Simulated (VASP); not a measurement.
Write the native input for VASP 6.6.1 that does the following.

```yaml
Task: single point
Functional: PBEsol
Potentials_or_basis: VASP PAW PBE potentials, release 64 (Mg, H, P, N, O)
Cutoff: 520 eV
k_mesh: 4 × 4 × 6
Occupations: gaussian, width 0.02 eV
Spin: no spin polarisation
Dipole_correction: no
Further_INCAR_settings: LREAL = Auto; ALGO = Normal; EDIFF = 1e-07; NBANDS = 68
```

The structure of MgPH6NO5 lies in POSCAR:

```
MgPH6NO5
1.0
    5.5855460360      0.0000000000      0.0000000000
    0.0000000000      8.8792578513      0.0000000000
    0.0000000000      0.0000000000      4.7309695705
Mg H P N O
2 12 2 2 10
Direct
    0.0000000000      0.9774132054      0.0199380837
    0.5000000000      0.0225867946      0.5199380837
    0.0000000000      0.4550733798      0.3294428242
    0.5000000000      0.5449266202      0.8294428242
    0.0000000000      0.4505849918      0.9610554821
    0.5000000000      0.5494150082      0.4610554821
    0.1537254882      0.5874965535      0.1382781720
    0.3462745118      0.4125034465      0.6382781720
    0.8462745118      0.5874965535      0.1382781720
    0.6537254882      0.4125034465      0.6382781720
    0.1402019042      0.8143193071      0.5862714035
    0.3597980958      0.1856806929      0.0862714035
    0.8597980958      0.8143193071      0.5862714035
    0.6402019042      0.1856806929      0.0862714035
    0.0000000000      0.1910735247      0.5897705349
    0.5000000000      0.8089264753      0.0897705349
    0.0000000000      0.5212151688      0.1422471007
    0.5000000000      0.4787848312      0.6422471007
    0.0000000000      0.1608349114      0.2727614287
    0.5000000000      0.8391650886      0.7727614287
    0.0000000000      0.3637827686      0.6426417606
    0.5000000000      0.6362172314      0.1426417606
    0.2208007054      0.1163459911      0.7377351902
    0.2791992946      0.8836540089      0.2377351902
    0.7791992946      0.1163459911      0.7377351902
    0.7208007054      0.8836540089      0.2377351902
    0.0000000000      0.8031056089      0.7130732538
    0.5000000000      0.1968943911      0.2130732538
```

These files were run (other wordings do the same):

INCAR

```
SYSTEM = MgPH6NO5
PREC     = Accurate       ! precision mode
ENCUT    = 520            ! plane-wave cutoff, eV
EDIFF    = 1E-7           ! SCF threshold, eV
ISMEAR   = 0              ! smearing method
SIGMA    = 0.02           ! smearing width, eV
LREAL    = Auto         
LASPH    = .TRUE.         ! aspherical terms in the spheres
NELM     = 60             ! most SCF steps
ALGO     = Normal         ! electronic algorithm
ISIF     = 2              ! what is computed and relaxed
LWAVE    = .FALSE.        ! write WAVECAR
LCHARG   = .FALSE.        ! write CHGCAR
GGA      = PS             ! functional
NBANDS   = 68             ! bands
```

KPOINTS

```
regular mesh
0
G
  4 4 6
  0 0 0
```

Potentials or basis: VASP PAW PBE potentials, release 64 (Mg, H, P, N, O).

Run with:

```sh
$ cat potpaw_PBE.64/Mg/POTCAR potpaw_PBE.64/H/POTCAR potpaw_PBE.64/P/POTCAR potpaw_PBE.64/N/POTCAR potpaw_PBE.64/O/POTCAR > POTCAR
$ mpirun -np 1 vasp_std > vasp.out
```

Results of the run:

```json
{"Pressure": "-0.2 GPa", "Largest force": "0.114 eV/Å", "Band gap on the k mesh": "5.04 eV (least direct gap 5.10 eV)"}
```

Caveat: the PAW data sets were made with another functional, which shifts forces and pressure a little.

Run time: 27 min on 1 thread of Intel Xeon 8259CL, with other jobs on the host, peak memory 0.55 GiB.
